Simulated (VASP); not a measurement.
A run of VASP 6.6.1:

The input INCAR:

```
SYSTEM = PbS
  PREC = Accurate
  ENCUT = 520
  EDIFF = 1E-7
  ISMEAR = 0
  SIGMA = 0.15
  LREAL = .False.
  LASPH = .True.
  NELM = 80
  ALGO = Normal
  ISIF = 2
  LWAVE = .False.
  LCHARG = .False.
  GGA = PS
  NBANDS = 17
```

Contents of KPOINTS:

```
Automatic mesh
0
Gamma
  14 14 14
  0 0 0
```

POSCAR

```
PbS
1.0
    3.8363419500      0.0000000000      0.0000000000
    0.0000000000      3.8363419500      0.0000000000
    0.0000000000      0.0000000000      3.6536590000
Pb S
1 1
Direct
    0.0000000000      0.0000000000      0.0000000000
    0.5000000000      0.5000000000      0.5000000000
```

Potentials or basis: VASP PAW PBE potentials, release 64 (Pb_d, S).

The run is started by

```console
$ cat potpaw_PBE.64/Pb_d/POTCAR potpaw_PBE.64/S/POTCAR > POTCAR
$ mpirun -np 1 vasp_std > vasp.out
```

Hardware: 1 thread of Intel(R) Xeon(R) 6975P-C (Granite Rapids), on a shared host.

Question: How long does it take, and how much memory?

Answer: It took 81 s on 1 thread of Intel(R) Xeon(R) 6975P-C (Granite Rapids), on a shared host, peak memory 0.36 GiB. Counts: scf iterations 13, k points 288.
